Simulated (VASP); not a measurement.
# Ir (P6_3/mmc) in VASP: notebook

Ir is run at these levels: PBEsol; tasks: single point.

Program: VASP 6.6.1. These are calculated values, not measurements. Logs are shortened: lines on timing, memory, paths and dates and some standing lists are left out, and cuts for length are marked.

### Step 1. The cell of the first run

It takes space group P6_3/mmc (No. 194, hexagonal). The conventional cell has a = 2.605 Å, b = 2.605 Å, c = 4.224 Å, α = 90.00°, β = 90.00°, γ = 120.00°. Within 3.4 Å of Ir (site symmetry -6m2) lie 12 Ir at 2.59 to 2.61 Å.

### Step 2. Single point, PBEsol, collinear spin, ferromagnetic start

Contents of INCAR:

```
SYSTEM = Ir
PREC     = Accurate       ! precision mode
ENCUT    = 520            ! plane-wave cutoff, eV
EDIFF    = 1E-7           ! SCF threshold, eV
ISMEAR   = 0              ! smearing method
SIGMA    = 0.15           ! smearing width, eV
LREAL    = .False.        ! projectors in reciprocal space
LASPH    = .True.         ! aspherical terms in the spheres
NELM     = 150            ! most SCF steps
ALGO     = Normal         ! electronic algorithm
ISIF     = 2              ! what is computed and relaxed
LWAVE    = .False.        ! write WAVECAR
LCHARG   = .True.         ! write CHGCAR
ISPIN    = 2              ! spin polarisation
MAGMOM   = 0.1 0.1        ! initial moments
LORBIT   = 11             ! projections on sites
NUPDOWN  = 0.2            ! fixed moment
LMAXMIX  = 4              ! l up to which the mixer works
GGA      = PS             ! functional
LELF     = .True.         ! ELF
LVHAR    = .True.       
NBANDS   = 20             ! bands
```

Contents of KPOINTS:

```
Automatic mesh
0
Gamma
  21 21 12
  0 0 0
```

Contents of POSCAR:

```
Ir
1.0
    2.6053845842      0.0000000000      0.0000000000
   -1.3026922921      2.2563292365      0.0000000000
    0.0000000000      0.0000000000      4.2241311110
Ir
2
Direct
    0.6666666667      0.3333333333      0.7500000000
    0.3333333333      0.6666666667      0.2500000000
```

Potentials or basis: VASP PAW PBE potentials, release 64 (Ir).

Started as:

```sh
$ cat potpaw_PBE.64/Ir/POTCAR > POTCAR
$ mpirun -np 1 vasp_std > vasp.out
```

OUTCAR:

```text
SYSTEM = Ir
   PREC = Accurate
   ENCUT = 520
   EDIFF = 1E-7
   ISMEAR = 0
   LREAL = .False.
   LASPH = .True.
   NELM = 150
   ISIF = 2
   ISPIN = 2
   LORBIT = 11
   NUPDOWN = 0.2
   GGA = PS

 ion  position               nearest neighbor table
   1  0.667  0.333  0.750-   2 2.59   2 2.59   2 2.59   2 2.59   2 2.59   2 2.59
   2  0.333  0.667  0.250-   1 2.59   1 2.59   1 2.59   1 2.59   1 2.59   1 2.59

  LATTYP: Found a hexagonal cell.
 ALAT       =     2.6053845842
 C/A-ratio  =     1.6213080927

  Lattice vectors:

 A1 = (   2.6053845842,   0.0000000000,   0.0000000000)
 A2 = (  -1.3026922921,   2.2563292365,   0.0000000000)
 A3 = (   0.0000000000,   0.0000000000,   4.2241311110)

Analysis of symmetry for initial positions (statically):
=====================================================================
 Subroutine PRICEL returns:
 Original cell was already a primitive cell.

 Routine SETGRP: Setting up the symmetry group for a
 hexagonal supercell.

 Subroutine GETGRP returns: Found 24 space group operations
 (whereof 12 operations were pure point group operations)
 out of a pool of 24 trial point group operations.

The static configuration has the point symmetry D_3d.
 The point group associated with its full space group is D_6h.

Analysis of symmetry for dynamics (positions and initial velocities):
=====================================================================
 Subroutine PRICEL returns:
 Original cell was already a primitive cell.

 Routine SETGRP: Setting up the symmetry group for a
 hexagonal supercell.

 Subroutine GETGRP returns: Found 24 space group operations
 (whereof 12 operations were pure point group operations)
 out of a pool of 24 trial point group operations.

The dynamic configuration has the point symmetry D_3d.
 The point group associated with its full space group is D_6h.

Analysis of structural, dynamic, and magnetic symmetry:
=====================================================================
 Subroutine PRICEL returns:
 Original cell was already a primitive cell.

 Routine SETGRP: Setting up the symmetry group for a
 hexagonal supercell.

 Subroutine GETGRP returns: Found 24 space group operations
 (whereof 12 operations were pure point group operations)
 out of a pool of 24 trial point group operations.

The overall configuration has the point symmetry D_3d.
 The point group associated with its full space group is D_6h.

 Subroutine INISYM returns: Found 24 space group operations
 (whereof 12 operations are pure point group operations),
 and found     1 'primitive' translations

----------------------------------------------------------------------------------------

                                     Primitive cell

  volume of cell :      24.8320

  direct lattice vectors                    reciprocal lattice vectors
     2.605384584  0.000000000  0.000000000     0.383820495  0.221598866  0.000000000
    -1.302692292  2.256329237  0.000000000     0.000000000  0.443197732  0.000000000
     0.000000000  0.000000000  4.224131111     0.000000000  0.000000000  0.236735076

  length of vectors
     2.605384584  2.605384584  4.224131111     0.443197732  0.443197732  0.236735076

  position of ions in fractional coordinates (direct lattice)
     0.666666667  0.333333333  0.750000000
     0.333333333  0.666666667  0.250000000

  ion indices of the primitive-cell ions
   primitive index   ion index
                 1           1
                 2           2

----------------------------------------------------------------------------------------

 KPOINTS: Automatic mesh

Automatic generation of k-mesh.
 Grid dimensions read from file:
 generate k-points for:   21   21   12

 Generating k-lattice:

  Cartesian coordinates                     Fractional coordinates (reciprocal lattice)
     0.018277166  0.010552327  0.000000000     0.047619048  0.000000000  0.000000000
     0.000000000  0.021104654  0.000000000     0.000000000  0.047619048  0.000000000
     0.000000000  0.000000000  0.019727923     0.000000000  0.000000000  0.083333333

  Length of vectors
     0.021104654  0.021104654  0.019727923

  Shift w.r.t. Gamma in fractional coordinates (k-lattice)
     0.000000000  0.000000000  0.000000000

 Subroutine IBZKPT returns following result:
 ===========================================

 Found    336 irreducible k-points:

 Following reciprocal coordinates:
            Coordinates               Weight
  0.000000  0.000000  0.000000      1.000000
  0.047619  0.000000  0.000000      6.000000
  0.095238  0.000000  0.000000      6.000000
  0.142857  0.000000  0.000000      6.000000
  0.190476  0.000000  0.000000      6.000000
  0.238095  0.000000  0.000000      6.000000
[... 16 lines left out ...]
  0.142857  0.095238  0.000000     12.000000
  0.190476  0.095238  0.000000     12.000000
 [... further k-points ...]
   k-points           NKPTS =    336   k-points in BZ     NKDIM =    336   number of bands    NBANDS=     20
   number of dos      NEDOS =    301   number of ions     NIONS =      2
   total plane-waves  NPLWV =  12800
   dimension x,y,z NGX =    20 NGY =   20 NGZ =   32
   dimension x,y,z NGXF=    40 NGYF=   40 NGZF=   64
   ions per type =               2
   NGX,Y,Z   is equivalent  to a cutoff of  12.76, 12.76, 12.59 a.u.
   NGXF,Y,Z  is equivalent  to a cutoff of  25.52, 25.52, 25.19 a.u.
 SYSTEM =  Ir
   PREC   = accura    normal or accurate (medium, high low for compatibility)
   ISTART =      0    job   : 0-new  1-cont  2-samecut
   ICHARG =      2    charge: 1-file 2-atom 10-const
   ISPIN  =      2    spin polarized calculation?
   LNONCOLLINEAR =      F non collinear calculations
   LSORBIT =      F    spin-orbit coupling
   LASPH  =      T    aspherical Exc in radial PAW
   ENCUT  =  520.0 eV  38.22 Ry    6.18 a.u.   4.84  4.84  7.85*2*pi/ulx,y,z
   NELM   =    150;   NELMIN=  2; NELMDL= -5     # of ELM steps
   EDIFF  = 0.1E-06   stopping-criterion for ELM
   LREAL  =      F    real-space projection
   EDIFFG = 0.1E-05   stopping-criterion for IOM
   NSW    =      0    number of steps for IOM
   IBRION =     -1    ionic relax: 0-MD 1-quasi-New 2-CG
   NFREE  =      0    steps in history (QN), initial steepest desc. (CG)
   ISIF   =      2    stress and relaxation
   ISYM   =      2    0-nonsym 1-usesym 2-fastsym
   POTIM  = 0.5000    time-step for ionic-motion
   TEBEG  =    0.0;   TEEND  =   0.0 temperature during run
   PSTRESS=    0.0 pullay stress
   NELECT =      18.0000    total number of electrons
   NUPDOWN=       0.2000    fix difference up-down
   EMIN   =  10.00;   EMAX   =-10.00  energy-range for DOS
   EFERMI =   0.00;   METHOD = LEGACY
   ISMEAR =     0;   SIGMA  =   0.15  broadening in eV -4-tet -1-fermi 0-gaus
   EFERMI_NEDOS =   21; number of points for ismear=-14 and -15
   IALGO  =     38    algorithm
   IMIX   =      4    mixing-type and parameters
     AMIX     =   0.40;   BMIX     =  1.00
     AMIX_MAG =   1.60;   BMIX_MAG =  1.00
  volume/ion in A,a.u.               =      12.42        83.79
  Fermi-wavevector in a.u.,A,eV,Ry     =   1.470602  2.779034 29.424908  2.162670
  Thomas-Fermi vector in A             =   2.585839
   LORBIT       =     11    0 simple, 1 ext, 2 COOP (PROOUT), +10 PAW based schemes
   GGA     = PS    functional components
   LHFCALC =     F    Hartree Fock is set to
   AEXX    =    0.0000 exact exchange contribution
   IVDW    =     0    specifies the selected vdW correction
   LEPSILON=     F    determine dielectric tensor
   LRPA    =     F    only Hartree local field effects (RPA)
 spin polarized calculation
 Gauss-broadening in eV      SIGMA  =   0.15
  energy-cutoff  :      520.00
  volume of cell :       24.83
 maximum number of plane-waves:       687
 NGX is ok and might be reduce to    20
   NGX =  9   NGY =  9   NGZ = 15

 number of electron      18.0000003 magnetization       0.2000000

 Free energy of the ion-electron system (eV)
  ---------------------------------------------------
  ext. energy  EPLUGINS =         0.00000000
  ---------------------------------------------------
  free energy    TOTEN  =       -18.82231408 eV

  energy without entropy =      -18.80184390  energy(sigma->0) =      -18.81207899

 E-fermi :  12.7644     XC(G=0): -14.8765

 val. band max:       12.9250420500   @ k =   0.3810   0.1905   0.3333
 cond. band min:      12.7660591533   @ k =   0.3810   0.1905   0.0833
 fundamental gap:     -0.1589828967
 Fermi energy:        12.9250618201

 spin component 1

 k-point     1 :       0.0000    0.0000    0.0000
  band No.  band energies     occupation
      1      -0.0042      1.00000
      2       3.0263      1.00000
      3       7.9387      1.00000
      4       8.0396      1.00000
      5       8.0396      1.00000
      6       8.8695      1.00000
[... 12 lines left out ...]
     19      36.2378      0.00000
     20      36.2378      0.00000
[... 507 lines left out ...]
 k-point    24 :       0.1905    0.0952    0.0000
  band No.  band energies     occupation
      1       2.4594      1.00000
      2       4.7057      1.00000
      3       6.3211      1.00000
      4       6.5041      1.00000
      5       7.9577      1.00000
      6       8.1919      1.00000
[... 12 lines left out ...]
     19      34.8461      0.00000
     20      37.8708      0.00000

 [... further k-points ...]

 spin component 2

 k-point     1 :       0.0000    0.0000    0.0000
  band No.  band energies     occupation
      1       0.0229      1.00000
      2       3.0729      1.00000
      3       8.0044      1.00000
      4       8.1017      1.00000
      5       8.1017      1.00000
      6       8.9335      1.00000
[... 12 lines left out ...]
     19      36.2672      0.00000
     20      36.2672      0.00000
[... 507 lines left out ...]
 k-point    24 :       0.1905    0.0952    0.0000
  band No.  band energies     occupation
      1       2.4882      1.00000
      2       4.7563      1.00000
      3       6.3751      1.00000
      4       6.5543      1.00000
      5       8.0164      1.00000
      6       8.2535      1.00000
[... 12 lines left out ...]
     19      34.8760      0.00000
     20      37.9098      0.00000

 [... further k-points ...]
[... 5 lines left out ...]
  --------------------------------------------------------------------------------------
  -------------------------------------------------------------------------------------
  Total       10.7677391     10.7677391     11.1203486     -0.0000000     -0.0000000      0.0000000
  in kB      694.7417660    694.7417659    717.4923647     -0.0000000     -0.0000000      0.0000000
  external PRESSURE =     702.3252989 kB  Pullay stress =       0.0000000 kB

 VOLUME and BASIS-vectors are now :
 -----------------------------------------------------------------------------
  energy-cutoff  :      520.00
  volume of cell :       24.83
      direct lattice vectors                 reciprocal lattice vectors
     2.605384584  0.000000000  0.000000000     0.383820495  0.221598866  0.000000000
    -1.302692292  2.256329237  0.000000000     0.000000000  0.443197732  0.000000000
     0.000000000  0.000000000  4.224131111     0.000000000  0.000000000  0.236735076

 POSITION                                       TOTAL-FORCE (eV/Angst)
 -----------------------------------------------------------------------------------
      1.30269      0.75211      3.16810        -0.000000     -0.000000      0.000000
     -0.00000      1.50422      1.05603         0.000000      0.000000      0.000000
 -----------------------------------------------------------------------------------
    total drift:                               -0.000000      0.000000     -0.000000

  FREE ENERGIE OF THE ION-ELECTRON SYSTEM (eV)
  ---------------------------------------------------
  free  energy   TOTEN  =       -18.8223140835 eV

  energy  without entropy=      -18.8018439023  energy(sigma->0) =      -18.81207899

 total charge

# of ion       s       p       d       tot
------------------------------------------
    1        0.751   0.941   7.217   8.910
    2        0.751   0.941   7.217   8.910
--------------------------------------------------
tot          1.502   1.883  14.435  17.820

 magnetization (x)

# of ion       s       p       d       tot
------------------------------------------
    1        0.001   0.001   0.095   0.097
    2        0.001   0.001   0.095   0.097
--------------------------------------------------
tot          0.001   0.003   0.189   0.194
```

Run time: 7 min. Hardware: 1 thread of Oxide Virtual Turin-like, shared host; peak memory 0.3 GiB.

What came out:

```
Free energy                                           : -18.8223 eV
Pressure                                              : 70.2 GPa
Net moment                                            : 0.20 μB per cell
Site moments                                          : Ir +0.10 μB
Valence electrons inside the program's atomic spheres : Ir 8.91
```

Caveat: the PAW data sets were made with another functional, which shifts forces and pressure a little; spin-orbit coupling is left out, which moves the levels of the heavy elements; the total moment is fixed, so each spin has its own Fermi level.

(Continued in part 2 of 2.)
